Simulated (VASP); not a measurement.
Set up this calculation in VASP 6.6.1, as the native input.

```
Task                   : single point
Functional             : BLYP
Potentials or basis    : VASP PAW PBE potentials, release 64 (Sn_d)
Cutoff                 : 520 eV
k mesh                 : 13 × 13 × 13
Occupations            : fermi-dirac, width 0.1 eV
Spin                   : no spin polarisation
Dipole correction      : no
Further INCAR settings : ALGO = Normal; EDIFF = 1e-06; NBANDS = 21
```

The structure of Sn lies in POSCAR:

```
Sn
1.0
    0.0000000000      3.2650920736      3.2650920736
    3.2650920736      0.0000000000      3.2650920736
    3.2650920736      3.2650920736      0.0000000000
Sn
2
Direct
    0.5000000000      0.5000000000      0.5000000000
    0.7500000000      0.7500000000      0.7500000000
```

This isn't the form of Sn at room conditions, which is tetragonal (white tin).

The input as run:

INCAR

```
SYSTEM = Sn
PREC = Accurate
ENCUT = 520
EDIFF = 1E-6
ISMEAR = -1
SIGMA = 0.1
LREAL = .FALSE.
LASPH = .TRUE.
NELM = 100
ALGO = Normal
ISIF = 2
LWAVE = .FALSE.
LCHARG = .FALSE.
GGA = B5
ALDAX = 1.0
AGGAX = 1.0
AGGAC = 1.0
ALDAC = 0.0
NBANDS = 21
```

KPOINTS

```
regular mesh
0
G
  13 13 13
  0 0 0
```

Potentials or basis: VASP PAW PBE potentials, release 64 (Sn_d).

Run with:

```bash
$ cat potpaw_PBE.64/Sn_d/POTCAR > POTCAR
$ mpirun -np 1 vasp_std > vasp.out
```

Results of the run:

* Pressure: 4.9 GPa
* Band gap on the k mesh: zero (bands 14 and 15 overlap by 0.13 eV)

Caveat: the cell stands under pressure; the PAW data sets were made with another functional, which shifts forces and pressure a little; spin-orbit coupling is left out, which moves the levels of the heavy elements.

Wall time 63 s on 1 thread of AMD EPYC 9R45 96-Core Processor (Zen 5), on a shared host, peak memory 0.23 GiB.
